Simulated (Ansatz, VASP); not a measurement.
# PbF2: VASP beside Ansatz

Contents of INCAR:

```
SYSTEM = PbF2
ALGO = Normal
EDIFF = 1E-6
ENCUT = 520
GGA = PE
ISIF = 2
ISMEAR = 0
LASPH = .True.
LCHARG = .True.
LELF = .True.
LREAL = .False.
LVHAR = .True.
LWAVE = .False.
NBANDS = 21
NELM = 100
PREC = Accurate
SIGMA = 0.05
```

The input KPOINTS:

```
k-points
0
Gamma
  8 8 8
  0 0 0
```

Contents of POSCAR:

```
PbF2
1.0
    0.0000000000      2.9698500000      2.9698500000
    2.9698500000      0.0000000000      2.9698500000
    2.9698500000      2.9698500000      0.0000000000
Pb F
1 2
Direct
   -0.0182253608      0.0060751203      0.0060751203
    0.2500000000      0.2500000000      0.2500000000
    0.7500000000      0.7500000000      0.7500000000
```

Input for Ansatz:

```yaml
crystal:
  lattice:
    - [0.0, 2.96985, 2.96985]
    - [2.96985, 0.0, 2.96985]
    - [2.96985, 2.96985, 0.0]
  atoms:
    - { symbol: Pb, position: [-0.0182253608, 0.0060751203, 0.0060751203] }
    - { symbol: F, position: [0.25, 0.25, 0.25] }
    - { symbol: F, position: [0.75, 0.75, 0.75] }
basis:
  ecutwfc: 420
kpoints:
  mp_grid: { grid: [8, 8, 8] }
hamiltonian:
  xc: pbe
scf:
  occupations: { method: gaussian, width: 0.05 }
output:
  forces: true
  stress: true
  eigenvalues: true
```

Change from the starting cell: all Pb atoms moved +0.062 Å, as atom 1 towards its neighbour atom 2 (F) at 2.572 Å.

Alike in both runs: task single point; functional PBE; k mesh 8 × 8 × 8; occupations gaussian, width 0.05 eV; no spin polarisation.

```csv
,VASP,Ansatz
version,VASP 6.6.1,Ansatz 0.2.0
potentials or method,"VASP PAW PBE potentials, release 64 (Pb_d, F), cutoff 520 eV","scalar-relativistic, plane waves, PAW"
valence electrons in the cell,28,28
```

VASP gave:

- gap on the k mesh at the Fermi level (eV): 4.42
- least direct gap on the mesh (eV): 4.57
- pressure (GPa): 2.1
- rms of the force components (eV/Å): 0.041

Q: Estimate Ansatz's values.

A: gap on the k mesh at the Fermi level (eV): 4.42; least direct gap on the mesh (eV): 4.57; pressure (GPa): 2.3; rms of the force components (eV/Å): 0.040.

Atom by atom the forces differ by 0.001 eV/Å (rms over components). The functional is the same, so the differences come from potentials, cutoffs and numerics.

Neither program's run includes spin-orbit coupling.
